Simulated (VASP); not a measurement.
Input of a VASP 6.6.1 run:

The input INCAR:

```
PREC = Accurate
ENCUT = 520
EDIFF = 1E-6
ISMEAR = -1
SIGMA = 0.1
LREAL = False
LASPH = True
NELM = 150
ALGO = Normal
ISIF = 2
LWAVE = False
LCHARG = False
ISPIN = 2
MAGMOM = 0 1
LORBIT = 11
LMAXMIX = 4
GGA = PS
NBANDS = 22
```

KPOINTS

```
regular mesh
0
Gamma
  8 8 8
```

The input POSCAR:

```
GaNi
1.0
    2.8860000000      0.0000000000      0.0000000000
    0.0000000000      2.8860000000      0.0000000000
    0.0000000000      0.0000000000      2.8860000000
Ga Ni
1 1
Direct
    0.0000000000      0.0000000000      0.0000000000
    0.5000000000      0.5000000000      0.5000000000
```

Potentials or basis: VASP PAW PBE potentials, release 64 (Ga_d, Ni).

Launch:

```bash
$ cat potpaw_PBE.64/Ga_d/POTCAR potpaw_PBE.64/Ni/POTCAR > POTCAR
$ mpirun -np 1 vasp_std > vasp.out
```

**Question.** What does it give for the net moment?

**Answer.** 0.00 μB per cell.

**Question.** Estimate the pressure.

**Answer.** -1.8 GPa.

Caveat: the PAW data sets were made with another functional, which shifts forces and pressure a little.
